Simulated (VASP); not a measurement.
Here is a VASP 6.6.1 calculation.

INCAR

```
SYSTEM = Si16HC16
PREC     = Accurate       ! precision mode
ENCUT    = 520            ! plane-wave cutoff, eV
EDIFF    = 1E-6           ! SCF threshold, eV
ISMEAR   = 0              ! smearing method
SIGMA    = 0.02           ! smearing width, eV
LREAL    = Auto         
LASPH    = .True.         ! aspherical terms in the spheres
NELM     = 60             ! most SCF steps
ALGO     = Normal         ! electronic algorithm
ISIF     = 2              ! what is computed and relaxed
LWAVE    = .False.        ! write WAVECAR
LCHARG   = .False.        ! write CHGCAR
GGA      = PE             ! functional
NBANDS   = 86             ! bands
NELECT   = 128.0
```

The input KPOINTS:

```
regular mesh
0
Gamma
  2 2 2
  0 0 0
```

The input POSCAR:

```
Si16HC16
1.0
    3.0941201811     -5.3591733586      0.0000000000
   -6.1882403624      0.0000000001      0.0000000000
    0.0000000000      0.0000000000    -10.1293391981
Si C H
16 16 1
Direct
    0.3356327328      0.1748959233      0.0607755341
    0.8211102171      0.1786617243      0.0735353003
    0.3304897755      0.6694746554      0.0622996217
    0.8249466297      0.6641539072      0.0607864924
    0.1679960583      0.3345325768      0.5579569298
    0.6667015155      0.3333918033      0.5600043487
    0.1691122752      0.8309463438      0.5580021450
    0.6655048757      0.8320446145      0.5579498217
    0.4985735339      0.5014366365      0.3102450158
    1.0000493810      0.5042260464      0.3120450345
    0.4958040769      1.0000114795      0.3120378278
    0.9995465050      1.0004970154      0.3113984968
    0.5013758317      0.4986202698      0.8094769895
    0.9984618227      0.4938909442      0.8105453712
    0.5061532476      1.0015748606      0.8105577116
    1.0085708445      0.9912488922      0.7875469311
    0.3312328005      0.1679571303      0.2480061089
    0.8311143719      0.1689187378      0.2548375515
    0.3319095840      0.6681571659      0.2494152827
    0.8320751544      0.6687892333      0.2480135131
    0.1684388505      0.3301260014      0.7471458752
    0.6676065058      0.3324742806      0.7485185215
    0.1746151762      0.8254124018      0.7474348377
    0.6698019937      0.8315105045      0.7471290922
    0.0010074315     -0.0009609979      0.4990477563
    0.5003081297      0.0004620831      0.4982677449
   -0.0003804691      0.4997589948      0.4982724837
    0.5003547787      0.4996903219      0.4972622499
   -0.0023692087      0.0020515337      1.0018024672
    0.4984324673      0.0030515874      0.9992416881
   -0.0031331324      0.5014345807      0.9992409971
    0.4962866140      0.5035782784      0.9967710433
    0.9200614853      1.0805887325      0.9299977832
```

Potentials or basis: VASP PAW PBE potentials, release 64 (Si, C, H).

Run with:

```bash
$ cat potpaw_PBE.64/Si/POTCAR potpaw_PBE.64/C/POTCAR potpaw_PBE.64/H/POTCAR > POTCAR
$ mpirun -np 1 vasp_std > vasp.out
```

Predict the largest force.

0.068 eV/Å.

Forces on the atoms (eV/Å):
```
Si   0.011 -0.012  0.001
Si   0.028 -0.023  0.002
Si   0.003  0.003  0.005
Si   0.016 -0.002  0.002
Si   0.007  0.002  0.004
Si   0.004  0.000  0.002
Si  -0.001 -0.001 -0.005
Si   0.001 -0.005  0.007
Si   0.000 -0.002 -0.003
Si   0.007  0.000 -0.002
Si   0.006 -0.007 -0.005
Si   0.001  0.002 -0.002
Si   0.007  0.001  0.005
Si  -0.002 -0.006  0.005
Si   0.002  0.008  0.009
Si  -0.054  0.024  0.002
C    0.004  0.003  0.001
C   -0.019  0.012  0.008
C    0.005 -0.002  0.005
C    0.000 -0.004  0.001
C   -0.010 -0.013 -0.006
C   -0.001  0.004 -0.012
C   -0.014  0.008 -0.011
C    0.004  0.016 -0.007
C   -0.011  0.007  0.014
C    0.009  0.012 -0.011
C   -0.005 -0.013 -0.010
C   -0.005  0.003 -0.006
C    0.002 -0.014 -0.065
C    0.002  0.004  0.000
C   -0.002 -0.004 -0.002
C   -0.001  0.003  0.007
H    0.005 -0.005  0.067
```

Caveat: the k points lie up to 0.59 Å⁻¹ apart; the cell carries a net charge on a neutralising background, which shifts energy and pressure.
